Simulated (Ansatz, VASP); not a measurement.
One calculation of SiNi, two programs

```
Si Ni
1.0
     3.02662    0.00000    0.00000
     0.00000    3.27350    0.00000
     0.00000    0.00000    4.69776
Si Ni
2 2
Direct
  0.50000 0.51527 0.84230
  0.00000 0.00000 0.15770
  0.50000 0.50000 0.34422
  0.00000 0.00000 0.65578
```

Alike in both runs: task single point; functional PBEsol; k mesh 16 × 14 × 10; occupations gaussian, width 0.15 eV; no spin polarisation.

```csv
,VASP,Ansatz
version,VASP 6.6.1,Ansatz 0.2.0
potentials or method,"VASP PAW PBE potentials, release 64 (Si, Ni), cutoff 520 eV","scalar-relativistic, plane waves, PAW"
valence electrons in the cell,28,44
```

Ansatz gave:

| Property | Result |
| --- | --- |
| gap on the k mesh at the Fermi level (eV) | none |
| pressure (GPa) | -5.0 |
| traceless stress, the component that is largest in VASP (GPa) | 0.21 |
| rms of the force components (eV/Å) | 0.123 |

**Question.** Estimate VASP's values.

**Answer.** gap on the k mesh at the Fermi level (eV): none; pressure (GPa): -4.8; traceless stress, the component that is largest in VASP (GPa): 0.15; rms of the force components (eV/Å): 0.123.

VASP's potentials were made for PBE, not for PBEsol. Atom by atom the forces differ by 0.003 eV/Å (rms over components). A gap of «none» marks a metal or a gap that the smearing closes. VASP's potentials hold 28 valence electrons a cell and Ansatz's 44, so a difference there can come from the potentials and not from the codes.
